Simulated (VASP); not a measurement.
# Cu (I4/mmm) in VASP: notebook, part 2 of 3

VASP 6.6.1.

**3. Single point, PBEsol**

This run uses another cell than the first one, of 11.36 Å³/atom, 1.039 times its volume.

The input, INCAR:

```
SYSTEM = Cu
PREC     = Accurate       ! precision mode
ENCUT    = 520            ! plane-wave cutoff, eV
EDIFF    = 1E-6           ! SCF threshold, eV
ISMEAR   = -1             ! smearing method
SIGMA    = 0.05           ! smearing width, eV
LREAL    = .FALSE.        ! projectors in reciprocal space
LASPH    = .TRUE.         ! aspherical terms in the spheres
NELM     = 60             ! most SCF steps
ALGO     = Normal         ! electronic algorithm
ISIF     = 2              ! what is computed and relaxed
LWAVE    = .FALSE.        ! write WAVECAR
LCHARG   = .FALSE.        ! write CHGCAR
GGA      = PS             ! functional
NBANDS   = 12             ! bands
```

The input, KPOINTS:

```
regular mesh
0
G
  15 15 15
  0 0 0
```

The input, POSCAR:

```
Cu
1.0
   -1.4393383499      1.4393383499      1.3707480723
    1.4393383499     -1.4393383499      1.3707480723
    1.4393383499      1.4393383499     -1.3707480723
Cu
1
Direct
    0.0000000000      0.0000000000      0.0000000000
```

Potentials or basis: VASP PAW PBE potentials, release 64 (Cu).

Launch:

```
$ cat potpaw_PBE.64/Cu/POTCAR > POTCAR
$ mpirun -np 1 vasp_std > vasp.out
```

OUTCAR:

```text
SYSTEM = Cu
   PREC = Accurate
   ENCUT = 520
   EDIFF = 1E-6
   ISMEAR = -1
   LREAL = .FALSE.
   LASPH = .TRUE.
   NELM = 60
   ISIF = 2
   GGA = PS

 ion  position               nearest neighbor table
   1  0.000  0.000  0.000-

  LATTYP: Found a body centered tetragonal cell.
 ALAT       =     2.8786766998
 C/A-ratio  =     0.9523459667

  Lattice vectors:

 A1 = (  -1.4393383499,   1.4393383499,   1.3707480723)
 A2 = (   1.4393383499,  -1.4393383499,   1.3707480723)
 A3 = (   1.4393383499,   1.4393383499,  -1.3707480723)

Analysis of symmetry for initial positions (statically):
=====================================================================
 Subroutine PRICEL returns:
 Original cell was already a primitive cell.

 Routine SETGRP: Setting up the symmetry group for a
 body centered tetragonal supercell.

 Subroutine GETGRP returns: Found 16 space group operations
 (whereof 16 operations were pure point group operations)
 out of a pool of 16 trial point group operations.

The static configuration has the point symmetry D_4h.

Analysis of symmetry for dynamics (positions and initial velocities):
=====================================================================
 Subroutine PRICEL returns:
 Original cell was already a primitive cell.

 Routine SETGRP: Setting up the symmetry group for a
 body centered tetragonal supercell.

 Subroutine GETGRP returns: Found 16 space group operations
 (whereof 16 operations were pure point group operations)
 out of a pool of 16 trial point group operations.

The dynamic configuration has the point symmetry D_4h.

 Subroutine INISYM returns: Found 16 space group operations
 (whereof 16 operations are pure point group operations),
 and found     1 'primitive' translations

----------------------------------------------------------------------------------------

                                     Primitive cell

  volume of cell :      11.3591

  direct lattice vectors                    reciprocal lattice vectors
    -1.439338350  1.439338350  1.370748072     0.000000000  0.347381837  0.364764328
     1.439338350 -1.439338350  1.370748072     0.347381837  0.000000000  0.364764328
     1.439338350  1.439338350 -1.370748072     0.347381837  0.347381837  0.000000000

  length of vectors
     2.454045649  2.454045649  2.454045649     0.503713367  0.503713367  0.491272105

  position of ions in fractional coordinates (direct lattice)
     0.000000000  0.000000000  0.000000000

  ion indices of the primitive-cell ions
   primitive index   ion index
                 1           1

----------------------------------------------------------------------------------------

 KPOINTS: regular mesh

Automatic generation of k-mesh.
 Grid dimensions read from file:
 generate k-points for:   15   15   15

 Generating k-lattice:

  Cartesian coordinates                     Fractional coordinates (reciprocal lattice)
     0.000000000  0.023158789  0.024317622     0.066666667  0.000000000  0.000000000
     0.023158789  0.000000000  0.024317622     0.000000000  0.066666667  0.000000000
     0.023158789  0.023158789  0.000000000     0.000000000  0.000000000  0.066666667

  Length of vectors
     0.033580891  0.033580891  0.032751474

  Shift w.r.t. Gamma in fractional coordinates (k-lattice)
     0.000000000  0.000000000  0.000000000

 Subroutine IBZKPT returns following result:
 ===========================================

 Found    288 irreducible k-points:

 Following reciprocal coordinates:
            Coordinates               Weight
  0.000000  0.000000  0.000000      1.000000
  0.066667  0.000000  0.000000      8.000000
  0.133333 -0.000000  0.000000      8.000000
  0.200000 -0.000000  0.000000      8.000000
  0.266667 -0.000000  0.000000      8.000000
  0.333333 -0.000000  0.000000      8.000000
[... 16 lines left out ...]
  0.133333  0.133333  0.000000      8.000000
  0.200000  0.133333  0.000000     16.000000
 [... further k-points ...]
   k-points           NKPTS =    288   k-points in BZ     NKDIM =    288   number of bands    NBANDS=     12
   number of dos      NEDOS =    301   number of ions     NIONS =      1
   total plane-waves  NPLWV =   5832
   dimension x,y,z NGX =    18 NGY =   18 NGZ =   18
   dimension x,y,z NGXF=    36 NGYF=   36 NGZF=   36
   ions per type =               1
   NGX,Y,Z   is equivalent  to a cutoff of  12.19, 12.19, 12.19 a.u.
   NGXF,Y,Z  is equivalent  to a cutoff of  24.39, 24.39, 24.39 a.u.
 SYSTEM =  Cu
   PREC   = accura    normal or accurate (medium, high low for compatibility)
   ISTART =      0    job   : 0-new  1-cont  2-samecut
   ICHARG =      2    charge: 1-file 2-atom 10-const
   ISPIN  =      1    spin polarized calculation?
   LNONCOLLINEAR =      F non collinear calculations
   LSORBIT =      F    spin-orbit coupling
   LASPH  =      T    aspherical Exc in radial PAW
   ENCUT  =  520.0 eV  38.22 Ry    6.18 a.u.   4.56  4.56  4.56*2*pi/ulx,y,z
   NELM   =     60;   NELMIN=  2; NELMDL= -5     # of ELM steps
   EDIFF  = 0.1E-05   stopping-criterion for ELM
   LREAL  =      F    real-space projection
   EDIFFG = 0.1E-04   stopping-criterion for IOM
   NSW    =      0    number of steps for IOM
   IBRION =     -1    ionic relax: 0-MD 1-quasi-New 2-CG
   NFREE  =      0    steps in history (QN), initial steepest desc. (CG)
   ISIF   =      2    stress and relaxation
   ISYM   =      2    0-nonsym 1-usesym 2-fastsym
   POTIM  = 0.5000    time-step for ionic-motion
   TEBEG  =    0.0;   TEEND  =   0.0 temperature during run
   PSTRESS=    0.0 pullay stress
   NELECT =      11.0000    total number of electrons
   NUPDOWN=      -1.0000    fix difference up-down
   EMIN   =  10.00;   EMAX   =-10.00  energy-range for DOS
   EFERMI =   0.00;   METHOD = LEGACY
   ISMEAR =    -1;   SIGMA  =   0.05  broadening in eV -4-tet -1-fermi 0-gaus
   EFERMI_NEDOS =   21; number of points for ismear=-14 and -15
   IALGO  =     38    algorithm
   IMIX   =      4    mixing-type and parameters
     AMIX     =   0.40;   BMIX     =  1.00
     AMIX_MAG =   1.60;   BMIX_MAG =  1.00
  volume/ion in A,a.u.               =      11.36        76.65
  Fermi-wavevector in a.u.,A,eV,Ry     =   1.619663  3.060719 35.692263  2.623307
  Thomas-Fermi vector in A             =   2.713727
   LORBIT       =      0    0 simple, 1 ext, 2 COOP (PROOUT), +10 PAW based schemes
   GGA     = PS    functional components
   LHFCALC =     F    Hartree Fock is set to
   AEXX    =    0.0000 exact exchange contribution
   IVDW    =     0    specifies the selected vdW correction
   LEPSILON=     F    determine dielectric tensor
   LRPA    =     F    only Hartree local field effects (RPA)
 non-spin polarized calculation
  energy-cutoff  :      520.00
  volume of cell :       11.36
 maximum number of plane-waves:       321
   NGX =  9   NGY =  9   NGZ =  9

 number of electron      11.0000002 magnetization

 Free energy of the ion-electron system (eV)
  ---------------------------------------------------
  ext. energy  EPLUGINS =         0.00000000
  ---------------------------------------------------
  free energy    TOTEN  =        -4.27556372 eV

  energy without entropy =       -4.27305191  energy(sigma->0) =       -4.27430782

 E-fermi :   7.8318     XC(G=0): -13.1373

 val. band max:        7.8218039525   @ k =  -0.3333   0.4000   0.2000
 cond. band min:       7.8540954421   @ k =  -0.2000   0.4667   0.0667
 fundamental gap:      0.0322914896
 Fermi energy:         7.8318177093

 k-point     1 :       0.0000    0.0000    0.0000
  band No.  band energies     occupation
      1      -1.7929      2.00000
      2       4.5373      2.00000
      3       4.7435      2.00000
      4       4.7435      2.00000
      5       5.6280      2.00000
      6       5.8465      2.00000
      7      32.8125      0.00000
      8      32.8125      0.00000
      9      34.1054      0.00000
     10      36.9376      0.00000
     11      36.9749      0.00000
     12      36.9749      0.00000

 k-point     2 :       0.0667    0.0000    0.0000
  band No.  band energies     occupation
      1      -1.6136      2.00000
      2       4.5458      2.00000
      3       4.7384      2.00000
      4       4.7688      2.00000
      5       5.6285      2.00000
      6       5.8202      2.00000
      7      31.6905      0.00000
      8      32.3608      0.00000
      9      32.8462      0.00000
     10      35.0240      0.00000
     11      35.5470      0.00000
     12      36.1585      0.00000
[... 316 lines left out ...]
 k-point    24 :       0.2000    0.1333    0.0000
  band No.  band energies     occupation
      1       1.3004      2.00000
      2       4.2155      2.00000
      3       4.3824      2.00000
      4       5.5575      2.00000
      5       5.8820      2.00000
      6       5.9739      2.00000
      7      21.4495      0.00000
      8      23.6394      0.00000
      9      27.2875      0.00000
     10      32.4850      0.00000
     11      35.4528      0.00000
     12      37.2217      0.00000

 [... further k-points ...]
[... 5 lines left out ...]
  --------------------------------------------------------------------------------------
  -------------------------------------------------------------------------------------
  Total        0.0556119      0.0556119      0.0460113      0.0000000     -0.0000000      0.0000000
  in kB        7.8439463      7.8439463      6.4898105      0.0000000     -0.0000000      0.0000000
  external PRESSURE =       7.3925677 kB  Pullay stress =       0.0000000 kB

 VOLUME and BASIS-vectors are now :
 -----------------------------------------------------------------------------
  energy-cutoff  :      520.00
  volume of cell :       11.36
      direct lattice vectors                 reciprocal lattice vectors
    -1.439338350  1.439338350  1.370748072     0.000000000  0.347381837  0.364764328
     1.439338350 -1.439338350  1.370748072     0.347381837  0.000000000  0.364764328
     1.439338350  1.439338350 -1.370748072     0.347381837  0.347381837  0.000000000

 POSITION                                       TOTAL-FORCE (eV/Angst)
 -----------------------------------------------------------------------------------
      0.00000      0.00000      0.00000         0.000000      0.000000      0.000000
 -----------------------------------------------------------------------------------
    total drift:                                0.000000      0.000000      0.000000

  FREE ENERGIE OF THE ION-ELECTRON SYSTEM (eV)
  ---------------------------------------------------
  free  energy   TOTEN  =        -4.2755637224 eV

  energy  without entropy=       -4.2730519125  energy(sigma->0) =       -4.27430782
```

Run time: 16 s. Hardware: 1 thread of Intel Xeon Platinum 8559C (Emerald Rapids), shared host; peak memory 0.14 GiB.

Results:

- Free energy: -4.2756 eV
- Pressure: 0.7 GPa

Stress tensor (GPa, compression positive):
```
0.78 0.00 0.00
0.00 0.78 0.00
0.00 0.00 0.65
```

Caveat: the PAW data sets were made with another functional, which shifts forces and pressure a little.

**4. Single point, BLYP+D3(BJ)**

This run uses another cell than the first one, of 11.18 Å³/atom, 1.023 times its volume.

The input, INCAR:

```
AGGAC    = 1.0          
AGGAX    = 1.0          
ALDAC    = 0.0          
ALDAX    = 1.0          
ALGO     = Normal         # electronic algorithm
EDIFF    = 1E-6           # SCF threshold, eV
ENCUT    = 520            # plane-wave cutoff, eV
GGA      = B5             # functional
ISIF     = 2              # what is computed and relaxed
ISMEAR   = -1             # smearing method
IVDW     = 12             # dispersion correction
LASPH    = T              # aspherical terms in the spheres
LCHARG   = T              # write CHGCAR
LELF     = T              # ELF
LREAL    = F              # projectors in reciprocal space
LVHAR    = T            
LWAVE    = F              # write WAVECAR
NBANDS   = 12             # bands
NELM     = 80             # most SCF steps
PREC     = Accurate       # precision mode
SIGMA    = 0.05           # smearing width, eV
VDW_A1   = 0.4298       
VDW_A2   = 4.2359       
VDW_S6   = 1.0          
VDW_S8   = 2.6996
```

The input, KPOINTS:

```
k-points
0
Gamma
  15 15 15
```

The input, POSCAR:

```
Cu
1.0
   -1.4422034379      1.4422034379      1.3436729178
    1.4422034379     -1.4422034379      1.3436729178
    1.4422034379      1.4422034379     -1.3436729178
Cu
1
Direct
    0.0000000000      0.0000000000      0.0000000000
```

Potentials or basis: VASP PAW PBE potentials, release 64 (Cu).

Launch:

```
$ cat potpaw_PBE.64/Cu/POTCAR > POTCAR
$ mpirun -np 1 vasp_std > vasp.out
```

OUTCAR:

```text
EDIFF = 1E-6
   ENCUT = 520
   GGA = B5
   ISIF = 2
   ISMEAR = -1
   IVDW = 12
   LASPH = T
   LREAL = F
   NELM = 80
   PREC = Accurate
 IVDW          = 12

 ion  position               nearest neighbor table
   1  0.000  0.000  0.000-

  LATTYP: Found a body centered tetragonal cell.
 ALAT       =     2.8844068758
 C/A-ratio  =     0.9316805677

  Lattice vectors:

 A1 = (  -1.4422034379,   1.4422034379,   1.3436729178)
[... 539 lines left out ...]
     11      36.5219      0.00000
     12      38.1632      0.00000

 [... further k-points ...]

------------------------ aborting loop because EDIFF is reached ----------------------------------------

 Edisp (eV)   -1.39531

 E8    (eV) :    -1.0175

  FORCE on cell =-STRESS in cart. coord.  units (eV):
  Direction    XX          YY          ZZ          XY          YZ          ZX
  --------------------------------------------------------------------------------------
  -------------------------------------------------------------------------------------
  Total       0.05258     0.05258     0.05107     0.00000     0.00000     0.00000
  in kB       7.53621     7.53621     7.31914     0.00000     0.00000     0.00000
  external pressure =        7.46 kB  Pullay stress =        0.00 kB

 VOLUME and BASIS-vectors are now :
 -----------------------------------------------------------------------------
  energy-cutoff  :      520.00
  volume of cell :       11.18
      direct lattice vectors                 reciprocal lattice vectors
    -1.442203438  1.442203438  1.343672918     0.000000000  0.346691727  0.372114369
     1.442203438 -1.442203438  1.343672918     0.346691727  0.000000000  0.372114369
     1.442203438  1.442203438 -1.343672918     0.346691727  0.346691727  0.000000000

 POSITION                                       TOTAL-FORCE (eV/Angst)
 -----------------------------------------------------------------------------------
      0.00000      0.00000      0.00000         0.000000      0.000000      0.000000
 -----------------------------------------------------------------------------------
    total drift:                                0.000000     -0.000000      0.000000

  FREE ENERGIE OF THE ION-ELECTRON SYSTEM (eV)
  ---------------------------------------------------
  free  energy   TOTEN  =        -4.2521777923 eV

  energy  without entropy=       -4.2498874589  energy(sigma->0) =       -4.25103263
```

Run time: 19 s. Hardware: 1 thread of Intel Xeon Platinum 8559C (Emerald Rapids), shared host; peak memory 0.15 GiB.

What came out:

* Free energy: -4.2522 eV
* Pressure: 0.7 GPa
* Dispersion energy per atom: -1.395 eV

Levels at points of the mesh, in eV from the Fermi level:
| k point | band 3 | band 4 | band 5 | band 6 | band 7 | band 8 | band 9 | band 10 |
| --- | --- | --- | --- | --- | --- | --- | --- | --- |
| (0.00, 0.00, 0.00) | -3.21 | -3.21 | -2.41 | -2.09 | 25.11 | 25.11 | 27.17 | 29.28 |

Caveat: the PAW data sets were made with another functional, which shifts forces and pressure a little; pairwise dispersion overbinds metals, which lowers pressure and volume.

**5. Relaxation of cell and atoms, PBEsol**

This run uses another cell than the first one, of 11.46 Å³/atom, 1.048 times its volume.

The input, INCAR:

```
PREC = Accurate
ENCUT = 600
EDIFF = 1E-6
ISMEAR = -1
SIGMA = 0.05
LREAL = F
LASPH = T
NELM = 100
ALGO = Normal
ISIF = 3
LWAVE = F
LCHARG = F
GGA = PS
IBRION = 2
NSW = 80
EDIFFG = -0.01
```

The input, KPOINTS:

```
regular mesh
0
Gamma
  15 15 15
```

The input, POSCAR:

```
Cu
1.0
   -1.4427930000      1.4427930000      1.3760810000
    1.4427930000     -1.4427930000      1.3760810000
    1.4427930000      1.4427930000     -1.3760810000
Cu
1
Direct
    0.0000000000      0.0000000000      0.0000000000
```

Launch:

```
$ cat potpaw_PBE.64/Cu/POTCAR > POTCAR
$ mpirun -np 1 vasp_std > vasp.out
```

Wall time 44 s (1 thread of Intel Xeon Platinum 8559C (Emerald Rapids), shared host); peak memory 0.16 GiB.

Results (log left out):

| Item | Value |
| --- | --- |
| Free energy | -4.2759 eV |
| Relaxed volume | 11.41 Å³/atom |
| Relaxed cell | a = 2.458 Å, b = 2.458 Å, c = 2.458 Å, α = 108.20°, β = 108.20°, γ = 112.04° |
| Space group after relaxing (to 0.05 Å) | I4/mmm (No. 139) |
| Energy gained by relaxing | 0.1 meV/atom |
| Ionic steps | 6 |
| Pressure after relaxing | 0.0 GPa |

Stress tensor (GPa, compression positive):
```
 0.07  0.00  0.00
 0.00  0.07  0.00
 0.00  0.00 -0.13
```

Final structure:
```
Cu
1.0
    -1.44120    1.44120    1.37385
     1.44120   -1.44120    1.37385
     1.44120    1.44120   -1.37385
Cu
1
Direct
  0.00000 0.00000 0.00000
```

Levels at points of the mesh, in eV from the Fermi level:
```tsv
k point	band 4	band 5	band 6	band 7	band 8	band 9
(0.00, 0.00, 0.00)	-3.08	-2.19	-1.98	24.94	24.94	26.21
```

Caveat: the PAW data sets were made with another functional, which shifts forces and pressure a little.

[end of part 2 of 3]
